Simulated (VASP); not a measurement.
# HfB2 (P6/mmm) in VASP: further runs, part 2 of 2

VASP 6.6.1. Earlier steps stand in the parts before.

**3. Single point, PBEsol (equal xx and yy strain of +1 %)**

INCAR

```
SYSTEM = HfB2
PREC     = Accurate       ! precision mode
ENCUT    = 520            ! plane-wave cutoff, eV
EDIFF    = 1E-7           ! SCF threshold, eV
ISMEAR   = -1             ! smearing method
SIGMA    = 0.05           ! smearing width, eV
LREAL    = .FALSE.        ! projectors in reciprocal space
LASPH    = .TRUE.         ! aspherical terms in the spheres
NELM     = 60             ! most SCF steps
ALGO     = Normal         ! electronic algorithm
ISIF     = 2              ! what is computed and relaxed
LWAVE    = .FALSE.        ! write WAVECAR
LCHARG   = .TRUE.         ! write CHGCAR
GGA      = PS             ! functional
LELF     = .TRUE.         ! ELF
LVHAR    = .TRUE.       
NBANDS   = 15             ! bands
```

KPOINTS

```
regular mesh
0
G
  13 13 11
  0 0 0
```

POSCAR

```
HfB2
1.0
    3.1714001015      0.0000000000      0.0000000000
   -1.5857000508      2.7465130534      0.0000000000
    0.0000000000      0.0000000000      3.4800000000
Hf B
1 2
Direct
    0.0000000000      0.0000000000      0.0000000000
    0.3333333333      0.6666666667      0.5000000000
    0.6666666667      0.3333333333      0.5000000000
```

Potentials or basis: VASP PAW PBE potentials, release 64 (Hf_pv, B).

Launch:

```console
$ cat potpaw_PBE.64/Hf_pv/POTCAR potpaw_PBE.64/B/POTCAR > POTCAR
$ mpirun -np 1 vasp_std > vasp.out
```

OUTCAR:

```text
SYSTEM = HfB2
   PREC = Accurate
   ENCUT = 520
   EDIFF = 1E-7
   ISMEAR = -1
   LREAL = .FALSE.
   LASPH = .TRUE.
   NELM = 60
   ISIF = 2
   GGA = PS

 ion  position               nearest neighbor table
   1  0.000  0.000  0.000-   2 2.53   3 2.53   2 2.53   3 2.53   2 2.53   2 2.53   3 2.53   3 2.53
                             3 2.53   3 2.53   2 2.53   2 2.53
   2  0.333  0.667  0.500-   3 1.83   3 1.83   3 1.83   1 2.53   1 2.53   1 2.53   1 2.53   1 2.53
                             1 2.53
   3  0.667  0.333  0.500-   2 1.83   2 1.83   2 1.83   1 2.53   1 2.53   1 2.53   1 2.53   1 2.53
                             1 2.53

  LATTYP: Found a hexagonal cell.
 ALAT       =     3.1714001015
 C/A-ratio  =     1.0973071478

  Lattice vectors:

 A1 = (   3.1714001015,   0.0000000000,   0.0000000000)
 A2 = (  -1.5857000508,   2.7465130534,   0.0000000000)
 A3 = (   0.0000000000,   0.0000000000,   3.4800000000)

Analysis of symmetry for initial positions (statically):
=====================================================================
 Subroutine PRICEL returns:
 Original cell was already a primitive cell.

 Routine SETGRP: Setting up the symmetry group for a
 hexagonal supercell.

 Subroutine GETGRP returns: Found 24 space group operations
 (whereof 24 operations were pure point group operations)
 out of a pool of 24 trial point group operations.

The static configuration has the point symmetry D_6h.

Analysis of symmetry for dynamics (positions and initial velocities):
=====================================================================
 Subroutine PRICEL returns:
 Original cell was already a primitive cell.

 Routine SETGRP: Setting up the symmetry group for a
 hexagonal supercell.

 Subroutine GETGRP returns: Found 24 space group operations
 (whereof 24 operations were pure point group operations)
 out of a pool of 24 trial point group operations.

The dynamic configuration has the point symmetry D_6h.

 Subroutine INISYM returns: Found 24 space group operations
 (whereof 24 operations are pure point group operations),
 and found     1 'primitive' translations

----------------------------------------------------------------------------------------

                                     Primitive cell

  volume of cell :      30.3118

  direct lattice vectors                    reciprocal lattice vectors
     3.171400102  0.000000000  0.000000000     0.315318146  0.182049016  0.000000000
    -1.585700051  2.746513053  0.000000000     0.000000000  0.364098033  0.000000000
     0.000000000  0.000000000  3.480000000     0.000000000  0.000000000  0.287356322

  length of vectors
     3.171400102  3.171400101  3.480000000     0.364098033  0.364098033  0.287356322

  position of ions in fractional coordinates (direct lattice)
     0.000000000  0.000000000  0.000000000
     0.333333333  0.666666667  0.500000000
     0.666666667  0.333333333  0.500000000

  ion indices of the primitive-cell ions
   primitive index   ion index
                 1           1
                 2           2
                 3           3

----------------------------------------------------------------------------------------

 KPOINTS: regular mesh

Automatic generation of k-mesh.
 Grid dimensions read from file:
 generate k-points for:   13   13   11

[... 42 lines left out ...]
  0.076923  0.000000  0.090909     12.000000
  0.153846  0.000000  0.090909     12.000000
 [... further k-points ...]
   k-points           NKPTS =    126   k-points in BZ     NKDIM =    126   number of bands    NBANDS=     15
   number of dos      NEDOS =    301   number of ions     NIONS =      3
   total plane-waves  NPLWV =  16128
   dimension x,y,z NGX =    24 NGY =   24 NGZ =   28
   dimension x,y,z NGXF=    48 NGYF=   48 NGZF=   56
   ions per type =               1   2
   NGX,Y,Z   is equivalent  to a cutoff of  12.58, 12.58, 13.38 a.u.
   NGXF,Y,Z  is equivalent  to a cutoff of  25.16, 25.16, 26.75 a.u.
 SYSTEM =  HfB2
   PREC   = accura    normal or accurate (medium, high low for compatibility)
   ISTART =      0    job   : 0-new  1-cont  2-samecut
   ICHARG =      2    charge: 1-file 2-atom 10-const
   ISPIN  =      1    spin polarized calculation?
   LNONCOLLINEAR =      F non collinear calculations
   LSORBIT =      F    spin-orbit coupling
   LASPH  =      T    aspherical Exc in radial PAW
   ENCUT  =  520.0 eV  38.22 Ry    6.18 a.u.   5.90  5.90  6.47*2*pi/ulx,y,z
   NELM   =     60;   NELMIN=  2; NELMDL= -5     # of ELM steps
   EDIFF  = 0.1E-06   stopping-criterion for ELM
   LREAL  =      F    real-space projection
   EDIFFG = 0.1E-05   stopping-criterion for IOM
   NSW    =      0    number of steps for IOM
   IBRION =     -1    ionic relax: 0-MD 1-quasi-New 2-CG
   NFREE  =      0    steps in history (QN), initial steepest desc. (CG)
   ISIF   =      2    stress and relaxation
   ISYM   =      2    0-nonsym 1-usesym 2-fastsym
   POTIM  = 0.5000    time-step for ionic-motion
   TEBEG  =    0.0;   TEEND  =   0.0 temperature during run
   PSTRESS=    0.0 pullay stress
   NELECT =      16.0000    total number of electrons
   NUPDOWN=      -1.0000    fix difference up-down
   EMIN   =  10.00;   EMAX   =-10.00  energy-range for DOS
   EFERMI =   0.00;   METHOD = LEGACY
   ISMEAR =    -1;   SIGMA  =   0.05  broadening in eV -4-tet -1-fermi 0-gaus
   EFERMI_NEDOS =   21; number of points for ismear=-14 and -15
   IALGO  =     38    algorithm
   IMIX   =      4    mixing-type and parameters
     AMIX     =   0.40;   BMIX     =  1.00
     AMIX_MAG =   1.60;   BMIX_MAG =  1.00
  volume/ion in A,a.u.               =      10.10        68.18
  Fermi-wavevector in a.u.,A,eV,Ry     =   1.323054  2.500209 23.816609  1.750471
  Thomas-Fermi vector in A             =   2.452690
   LORBIT       =      0    0 simple, 1 ext, 2 COOP (PROOUT), +10 PAW based schemes
   GGA     = PS    functional components
   LHFCALC =     F    Hartree Fock is set to
   AEXX    =    0.0000 exact exchange contribution
   IVDW    =     0    specifies the selected vdW correction
   LEPSILON=     F    determine dielectric tensor
   LRPA    =     F    only Hartree local field effects (RPA)
 non-spin polarized calculation
  energy-cutoff  :      520.00
  volume of cell :       30.31
 maximum number of plane-waves:       836
 NGX is ok and might be reduce to    24
   NGX = 11   NGY = 11   NGZ = 13

 number of electron      15.9999999 magnetization

 Free energy of the ion-electron system (eV)
  ---------------------------------------------------
  ext. energy  EPLUGINS =         0.00000000
  ---------------------------------------------------
  free energy    TOTEN  =       -27.83277523 eV

  energy without entropy =      -27.83100434  energy(sigma->0) =      -27.83188979

 E-fermi :   7.4821     XC(G=0): -12.5899

 val. band max:        7.4426056794   @ k =   0.0769   0.0000   0.2727
 cond. band min:       7.5462850019   @ k =   0.3077   0.1538   0.0000
 fundamental gap:      0.1036793225
 Fermi energy:         7.4821076263

 k-point     1 :       0.0000    0.0000    0.0000
  band No.  band energies     occupation
      1     -23.2215      2.00000
      2     -22.7591      2.00000
      3     -22.7591      2.00000
      4      -6.2069      2.00000
      5       4.4544      2.00000
      6       4.4803      2.00000
      7       4.4803      2.00000
      8       4.7293      2.00000
      9      11.2854      0.00000
     10      11.2854      0.00000
     11      12.0397      0.00000
     12      12.0397      0.00000
     13      12.1643      0.00000
     14      12.2386      0.00000
[... 401 lines left out ...]
      2     -22.9156      2.00000
      3     -22.7929      2.00000
      4      -5.5967      2.00000
      5       3.2346      2.00000
      6       3.6154      2.00000
      7       4.4621      2.00000
      8       5.5394      2.00000
      9       9.6102      0.00000
     10      10.0024      0.00000
     11      11.9095      0.00000
     12      12.0509      0.00000
     13      12.8333      0.00000
     14      14.0376      0.00000
     15      14.5874      0.00000

 [... further k-points ...]
[... 5 lines left out ...]
  --------------------------------------------------------------------------------------
  -------------------------------------------------------------------------------------
  Total       -1.9600108     -1.9600108     -1.4181460      0.0000000      0.0000000      0.0000000
  in kB     -103.5993647   -103.5993647    -74.9582722      0.0000000      0.0000000      0.0000000
  external PRESSURE =     -94.0523338 kB  Pullay stress =       0.0000000 kB

 VOLUME and BASIS-vectors are now :
 -----------------------------------------------------------------------------
  energy-cutoff  :      520.00
  volume of cell :       30.31
      direct lattice vectors                 reciprocal lattice vectors
     3.171400102  0.000000000  0.000000000     0.315318146  0.182049016  0.000000000
    -1.585700051  2.746513053  0.000000000     0.000000000  0.364098033  0.000000000
     0.000000000  0.000000000  3.480000000     0.000000000  0.000000000  0.287356322

 POSITION                                       TOTAL-FORCE (eV/Angst)
 -----------------------------------------------------------------------------------
      0.00000      0.00000      0.00000         0.000000      0.000000      0.000000
     -0.00000      1.83101      1.74000        -0.000000      0.000000      0.000000
      1.58570      0.91550      1.74000         0.000000      0.000000      0.000000
 -----------------------------------------------------------------------------------
    total drift:                               -0.000000      0.000000      0.000000

  FREE ENERGIE OF THE ION-ELECTRON SYSTEM (eV)
  ---------------------------------------------------
  free  energy   TOTEN  =       -27.8327752335 eV

  energy  without entropy=      -27.8310043419  energy(sigma->0) =      -27.83188979
```

It took 65 s on 1 thread of AMD EPYC 7R13 (Zen 3), shared host; peak memory 0.15 GiB.

What came out:

```
Free energy            : -27.8328 eV
Pressure               : -9.4 GPa
Band gap on the k mesh : zero (band 8 reaches 7.90 eV, above the bottom of band 9 at 7.01 eV)
```

Caveat: the cell differs from its parent crystal (equal xx and yy strain of +1 %); the PAW data sets were made with another functional, which shifts forces and pressure a little; spin-orbit coupling is left out, which moves the levels of the heavy elements.

**4. Single point, PBEsol (equal xx and yy strain of +3 %)**

INCAR

```
ALGO = Normal
EDIFF = 1E-6
ENCUT = 520
GGA = PS
ISIF = 2
ISMEAR = -1
LASPH = True
LCHARG = False
LREAL = False
LWAVE = False
NBANDS = 15
NELM = 100
PREC = Accurate
SIGMA = 0.05
```

KPOINTS

```
k-points
0
Gamma
  13 13 11
```

POSCAR

```
HfB2
1.0
    3.2342001035      0.0000000000      0.0000000000
   -1.6171000518      2.8008994505      0.0000000000
    0.0000000000      0.0000000000      3.4800000000
Hf B
1 2
Direct
    0.0000000000      0.0000000000      0.0000000000
    0.3333333333      0.6666666667      0.5000000000
    0.6666666667      0.3333333333      0.5000000000
```

Launch:

```console
$ cat potpaw_PBE.64/Hf_pv/POTCAR potpaw_PBE.64/B/POTCAR > POTCAR
$ mpirun -np 1 vasp_std > vasp.out
```

Run time: 61 s. Hardware: 1 thread of AMD EPYC 7R13 (Zen 3), shared host; peak memory 0.16 GiB.

Results (log left out):

```yaml
Free_energy: -27.7123 eV
Pressure: -18.0 GPa
Band_gap_on_the_k_mesh: zero (band 8 reaches 7.76 eV, above the bottom of band 9 at 6.75 eV)
```

Stress tensor (GPa, compression positive):
```
-21.24   0.00   0.00
  0.00 -21.24   0.00
  0.00   0.00 -11.49
```

Levels at points of the mesh, in eV from the Fermi level:
| k point | band 6 | band 7 | band 8 | band 9 | band 10 | band 11 |
| --- | --- | --- | --- | --- | --- | --- |
| (0.00, 0.00, 0.00) | -3.06 | -2.84 | -2.59 | 3.60 | 3.60 | 4.11 |

Caveat: the cell differs from its parent crystal (equal xx and yy strain of +3 %); the PAW data sets were made with another functional, which shifts forces and pressure a little; spin-orbit coupling is left out, which moves the levels of the heavy elements.

**5. Overview**

| cell | gap on the mesh (eV) | pressure (GPa) |
| --- | --- | --- |
| a = 3.077, b = 3.077, c = 3.480 Å, angles 90.0, 90.0, 120.0°, 3 atoms | none | 6.8 |
| a = 3.171, b = 3.171, c = 3.480 Å, angles 90.0, 90.0, 120.0°, 3 atoms | none | -9.4 |
| a = 3.234, b = 3.234, c = 3.480 Å, angles 90.0, 90.0, 120.0°, 3 atoms | none | -18.0 |

Alike in all rows: task single point; level PBEsol; potentials or basis VASP PAW PBE potentials, release 64 (Hf_pv, B); no spin polarisation; k mesh 13 × 13 × 11; cutoff (eV) 520; smearing fermi-dirac 0.05 eV.

Caveats: the PAW data sets were made with another functional, which shifts forces and pressure a little; spin-orbit coupling is left out, which moves the levels of the heavy elements.

Total energies depend on the potentials used, so only differences within one code and one set of settings carry meaning.
